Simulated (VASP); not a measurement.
# Ti3AlB3 (P-4m2) in VASP: single point with PBE

Aim: the single point of Ti3AlB3 with PBE.

Everything below comes from runs of VASP 6.6.1. Logs are shortened: lines on timing, memory, paths and dates and some standing lists are left out, and cuts for length are marked.

## 1. The cell of the first run

The structure is tetragonal, space group P-4m2 (No. 115). Conventional cell: a = 3.468 Å, b = 3.468 Å, c = 8.128 Å, α = 90.00°, β = 90.00°, γ = 90.00°. Ti (site symmetry 2mm) has 6 B at 2.28 to 2.74 Å and 2 Ti at 2.44 to 2.85 Å within 3.0 Å. Within 2.9 Å of Ti (site symmetry -4m2) lie 4 B at 2.21 Å and 4 Al at 2.45 Å and 2 Ti at 2.85 Å. Within 2.9 Å of Al (site symmetry -4m2) lie 4 B at 2.21 Å and 4 Ti at 2.45 Å. Within 3.6 Å of B (site symmetry -4m2) lie 8 Ti at 2.74 Å and 8 B at 3.21 to 3.47 Å. B (site symmetry 2mm) has 4 Ti at 2.21 to 2.28 Å and 2 Al at 2.21 Å within 2.9 Å.

The cell was generated, and may not be a known phase.

## 2. Single point, PBE

INCAR reads:

```
SYSTEM = Ti3AlB3
  ALGO = Normal
  EDIFF = 1E-6
  ENCUT = 500
  GGA = PE
  GGA_COMPAT = .False.
  ISIF = 2
  ISMEAR = 0
  LASPH = .True.
  LCHARG = .True.
  LELF = .True.
  LREAL = .False.
  LVHAR = .True.
  LWAVE = .False.
  NBANDS = 33
  NELM = 120
  PREC = Accurate
  SIGMA = 0.2
```

KPOINTS reads:

```
k-points
0
Gamma
  5 5 2
  0 0 0
```

POSCAR reads:

```
Ti3AlB3
1.0
    3.4684745663      0.0000000000      0.0000000000
    0.0000000000      3.4684745663      0.0000000000
    0.0000000000      0.0000000000      8.1281359600
Ti Al B
3 1 3
Direct
    0.0000000000      0.0000000000      0.6499105122
    0.0000000000      0.0000000000      0.3500894878
    0.0000000000      0.0000000000      0.0000000000
    0.5000000000      0.5000000000      0.0000000000
    0.5000000000      0.5000000000      0.5000000000
    0.0000000000      0.5000000000      0.8316916787
    0.5000000000      0.0000000000      0.1683083213
```

Potentials or basis: VASP PAW PBE potentials, release 64 (Ti_sv, Al, B).

On the command line:

```console
$ cat potpaw_PBE.64/Ti_sv/POTCAR potpaw_PBE.64/Al/POTCAR potpaw_PBE.64/B/POTCAR > POTCAR
$ mpirun -np 1 vasp_std > vasp.out
```

OUTCAR:

```text
SYSTEM = Ti3AlB3
   EDIFF = 1E-6
   ENCUT = 500
   GGA = PE
   ISIF = 2
   ISMEAR = 0
   LASPH = .True.
   LREAL = .False.
   NELM = 120
   PREC = Accurate

 ion  position               nearest neighbor table
   1  0.000  0.000  0.650-   6 2.28   6 2.28   2 2.44   3 2.85
   2  0.000  0.000  0.350-   7 2.28   7 2.28   1 2.44   3 2.85
   3  0.000  0.000  0.000-   6 2.21   7 2.21   6 2.21   7 2.21   4 2.45   4 2.45   4 2.45   4 2.45
                             1 2.85   2 2.85
   4  0.500  0.500  0.000-   6 2.21   7 2.21   7 2.21   6 2.21   3 2.45   3 2.45   3 2.45   3 2.45

   5  0.500  0.500  0.500-
   6  0.000  0.500  0.832-   3 2.21   4 2.21   3 2.21   4 2.21   1 2.28   1 2.28
   7  0.500  0.000  0.168-   3 2.21   4 2.21   4 2.21   3 2.21   2 2.28   2 2.28

  LATTYP: Found a simple tetragonal cell.
 ALAT       =     3.4684745663
 C/A-ratio  =     2.3434324815

  Lattice vectors:

 A1 = (   3.4684745663,   0.0000000000,   0.0000000000)
 A2 = (   0.0000000000,   3.4684745663,   0.0000000000)
 A3 = (   0.0000000000,   0.0000000000,   8.1281359600)

Analysis of symmetry for initial positions (statically):
=====================================================================
 Subroutine PRICEL returns:
 Original cell was already a primitive cell.

 Routine SETGRP: Setting up the symmetry group for a
 simple tetragonal supercell.

 Subroutine GETGRP returns: Found  8 space group operations
 (whereof  8 operations were pure point group operations)
 out of a pool of 16 trial point group operations.

The static configuration has the point symmetry D_2d.

Analysis of symmetry for dynamics (positions and initial velocities):
=====================================================================
 Subroutine PRICEL returns:
 Original cell was already a primitive cell.

 Routine SETGRP: Setting up the symmetry group for a
 simple tetragonal supercell.

 Subroutine GETGRP returns: Found  8 space group operations
 (whereof  8 operations were pure point group operations)
 out of a pool of 16 trial point group operations.

The dynamic configuration has the point symmetry D_2d.

 Subroutine INISYM returns: Found  8 space group operations
 (whereof  8 operations are pure point group operations),
 and found     1 'primitive' translations

----------------------------------------------------------------------------------------

                                     Primitive cell

  volume of cell :      97.7840

  direct lattice vectors                    reciprocal lattice vectors
     3.468474566  0.000000000  0.000000000     0.288311181  0.000000000  0.000000000
     0.000000000  3.468474566  0.000000000     0.000000000  0.288311181  0.000000000
     0.000000000  0.000000000  8.128135960     0.000000000  0.000000000  0.123029438

  length of vectors
     3.468474566  3.468474566  8.128135960     0.288311181  0.288311181  0.123029438

  position of ions in fractional coordinates (direct lattice)
     0.000000000  0.000000000  0.649910512
     0.000000000  0.000000000  0.350089488
     0.000000000  0.000000000  0.000000000
     0.500000000  0.500000000  0.000000000
     0.500000000  0.500000000  0.500000000
     0.000000000  0.500000000  0.831691679
     0.500000000  0.000000000  0.168308321

  ion indices of the primitive-cell ions
   primitive index   ion index
                 1           1
                 2           2
                 3           3
                 4           4
                 5           5
                 6           6
                 7           7

----------------------------------------------------------------------------------------

 KPOINTS: k-points

Automatic generation of k-mesh.
 Grid dimensions read from file:
 generate k-points for:    5    5    2

 Generating k-lattice:

  Cartesian coordinates                     Fractional coordinates (reciprocal lattice)
     0.057662236  0.000000000  0.000000000     0.200000000  0.000000000  0.000000000
     0.000000000  0.057662236  0.000000000     0.000000000  0.200000000  0.000000000
     0.000000000  0.000000000  0.061514719     0.000000000  0.000000000  0.500000000

  Length of vectors
     0.057662236  0.057662236  0.061514719

  Shift w.r.t. Gamma in fractional coordinates (k-lattice)
     0.000000000  0.000000000  0.000000000

 Subroutine IBZKPT returns following result:
 ===========================================

 Found     12 irreducible k-points:

 Following reciprocal coordinates:
            Coordinates               Weight
  0.000000  0.000000  0.000000      1.000000
  0.200000  0.000000  0.000000      4.000000
  0.400000  0.000000  0.000000      4.000000
  0.200000  0.200000  0.000000      4.000000
  0.400000  0.200000  0.000000      8.000000
  0.400000  0.400000  0.000000      4.000000
  0.000000  0.000000  0.500000      1.000000
  0.200000  0.000000  0.500000      4.000000
  0.400000  0.000000  0.500000      4.000000
  0.200000  0.200000  0.500000      4.000000
  0.400000  0.200000  0.500000      8.000000
  0.400000  0.400000  0.500000      4.000000
   k-points           NKPTS =     12   k-points in BZ     NKDIM =     12   number of bands    NBANDS=     33
   number of dos      NEDOS =    301   number of ions     NIONS =      7
   total plane-waves  NPLWV =  47040
   dimension x,y,z NGX =    28 NGY =   28 NGZ =   60
   dimension x,y,z NGXF=    56 NGYF=   56 NGZF=  120
   ions per type =               3   1   3
   NGX,Y,Z   is equivalent  to a cutoff of  13.42, 13.42, 12.27 a.u.
   NGXF,Y,Z  is equivalent  to a cutoff of  26.84, 26.84, 24.54 a.u.
 SYSTEM =  Ti3AlB3
   PREC   = accura    normal or accurate (medium, high low for compatibility)
   ISTART =      0    job   : 0-new  1-cont  2-samecut
   ICHARG =      2    charge: 1-file 2-atom 10-const
   ISPIN  =      1    spin polarized calculation?
   LNONCOLLINEAR =      F non collinear calculations
   LSORBIT =      F    spin-orbit coupling
   LASPH  =      T    aspherical Exc in radial PAW
   ENCUT  =  500.0 eV  36.75 Ry    6.06 a.u.   6.32  6.32 14.82*2*pi/ulx,y,z
   NELM   =    120;   NELMIN=  2; NELMDL= -5     # of ELM steps
   EDIFF  = 0.1E-05   stopping-criterion for ELM
   LREAL  =      F    real-space projection
   EDIFFG = 0.1E-04   stopping-criterion for IOM
   NSW    =      0    number of steps for IOM
   IBRION =     -1    ionic relax: 0-MD 1-quasi-New 2-CG
   NFREE  =      0    steps in history (QN), initial steepest desc. (CG)
   ISIF   =      2    stress and relaxation
   ISYM   =      2    0-nonsym 1-usesym 2-fastsym
   POTIM  = 0.5000    time-step for ionic-motion
   TEBEG  =    0.0;   TEEND  =   0.0 temperature during run
   PSTRESS=    0.0 pullay stress
   NELECT =      48.0000    total number of electrons
   NUPDOWN=      -1.0000    fix difference up-down
   EMIN   =  10.00;   EMAX   =-10.00  energy-range for DOS
   EFERMI =   0.00;   METHOD = LEGACY
   ISMEAR =     0;   SIGMA  =   0.20  broadening in eV -4-tet -1-fermi 0-gaus
   EFERMI_NEDOS =   21; number of points for ismear=-14 and -15
   IALGO  =     38    algorithm
   IMIX   =      4    mixing-type and parameters
     AMIX     =   0.40;   BMIX     =  1.00
     AMIX_MAG =   1.60;   BMIX_MAG =  1.00
  volume/ion in A,a.u.               =      13.97        94.27
  Fermi-wavevector in a.u.,A,eV,Ry     =   1.291415  2.440421 22.691162  1.667753
  Thomas-Fermi vector in A             =   2.423187
   LORBIT       =      0    0 simple, 1 ext, 2 COOP (PROOUT), +10 PAW based schemes
   GGA     = PE    functional components
   LHFCALC =     F    Hartree Fock is set to
   AEXX    =    0.0000 exact exchange contribution
   IVDW    =     0    specifies the selected vdW correction
   LEPSILON=     F    determine dielectric tensor
   LRPA    =     F    only Hartree local field effects (RPA)
 non-spin polarized calculation
 Gauss-broadening in eV      SIGMA  =   0.20
  energy-cutoff  :      500.00
  volume of cell :       97.78
 maximum number of plane-waves:      2498
 NGX is ok and might be reduce to    28
   NGX = 13   NGY = 13   NGZ = 29

 number of electron      47.9999990 magnetization

 Free energy of the ion-electron system (eV)
  ---------------------------------------------------
  ext. energy  EPLUGINS =         0.00000000
  ---------------------------------------------------
  free energy    TOTEN  =       -44.66659453 eV

  energy without entropy =      -44.52858100  energy(sigma->0) =      -44.59758776

 E-fermi :   6.2492     XC(G=0): -10.8786

 val. band max:        6.2386970907   @ k =   0.4000   0.0000   0.0000
 cond. band min:       6.2798165520   @ k =   0.2000   0.0000   0.0000
 fundamental gap:      0.0411194613
 Fermi energy:         6.2492259647

 k-point     1 :       0.0000    0.0000    0.0000
  band No.  band energies     occupation
      1     -50.6176      2.00000
      2     -50.4811      2.00000
      3     -49.5283      2.00000
      4     -27.1519      2.00000
      5     -26.9187      2.00000
      6     -26.9187      2.00000
[... 25 lines left out ...]
     32       9.1843      0.00000
     33      10.1281      0.00000

 k-point     2 :       0.2000    0.0000    0.0000
  band No.  band energies     occupation
      1     -50.6161      2.00000
      2     -50.4798      2.00000
      3     -49.5261      2.00000
      4     -27.1490      2.00000
      5     -26.9393      2.00000
      6     -26.9167      2.00000
[... 25 lines left out ...]
     32       9.1271      0.00000
     33       9.2056      0.00000
[... 322 lines left out ...]
     32       8.8490      0.00000
     33       9.0436      0.00000

 k-point    12 :       0.4000    0.4000    0.5000
  band No.  band energies     occupation
      1     -50.6094      2.00000
      2     -50.4742      2.00000
      3     -49.5177      2.00000
      4     -27.1529      2.00000
      5     -26.9660      2.00000
      6     -26.9659      2.00000
[... 25 lines left out ...]
     32       9.1726      0.00000
     33       9.4487      0.00000

------------------------ aborting loop because EDIFF is reached ----------------------------------------

  FORCE on cell =-STRESS in cart. coord.  units (eV):
  Direction    XX          YY          ZZ          XY          YZ          ZX
  --------------------------------------------------------------------------------------
  -------------------------------------------------------------------------------------
  Total       -0.0027964     -0.0027964      0.1718223      0.0000000      0.0000000      0.0000000
  in kB       -0.0458190     -0.0458190      2.8152841      0.0000000      0.0000000      0.0000000
  external PRESSURE =       0.9078820 kB  Pullay stress =       0.0000000 kB

 VOLUME and BASIS-vectors are now :
 -----------------------------------------------------------------------------
  energy-cutoff  :      500.00
  volume of cell :       97.78
      direct lattice vectors                 reciprocal lattice vectors
     3.468474566  0.000000000  0.000000000     0.288311181  0.000000000  0.000000000
     0.000000000  3.468474566  0.000000000     0.000000000  0.288311181  0.000000000
     0.000000000  0.000000000  8.128135960     0.000000000  0.000000000  0.123029438

 POSITION                                       TOTAL-FORCE (eV/Angst)
 -----------------------------------------------------------------------------------
      0.00000      0.00000      5.28256         0.000000      0.000000      0.014978
      0.00000      0.00000      2.84557         0.000000      0.000000     -0.014978
      0.00000      0.00000      0.00000        -0.000000      0.000000      0.000000
      1.73424      1.73424      0.00000         0.000000     -0.000000      0.000000
      1.73424      1.73424      4.06407         0.000000      0.000000      0.000000
      0.00000      1.73424      6.76010         0.000000      0.000000     -0.000625
      1.73424      0.00000      1.36803         0.000000      0.000000      0.000625
 -----------------------------------------------------------------------------------
    total drift:                               -0.000000     -0.000000      0.000000

  FREE ENERGIE OF THE ION-ELECTRON SYSTEM (eV)
  ---------------------------------------------------
  free  energy   TOTEN  =       -44.6665945299 eV

  energy  without entropy=      -44.5285809982  energy(sigma->0) =      -44.59758776
```

It took 40 s on 1 thread of Intel Xeon Platinum 8375C at 2.90GHz (Ice Lake), shared host; peak memory 0.21 GiB.

Results:

| Quantity | Value |
| --- | --- |
| Free energy | -44.6666 eV |
| Pressure | 0.1 GPa |
| Largest force | 0.015 eV/Å |
| Band gap on the k mesh | zero (bands 24 and 25 overlap by 0.29 eV) |

Forces in eV/Å, atoms in the order of the input:
```
Ti   0.000  0.000  0.015
Ti   0.000  0.000 -0.015
Ti   0.000  0.000  0.000
Al   0.000  0.000  0.000
B    0.000  0.000  0.000
B    0.000  0.000 -0.001
B    0.000  0.000  0.001
```

Caveat: the k points lie up to 0.39 Å⁻¹ apart.

The gap in the log of VASP goes by the Fermi energy; the results here count the filled bands.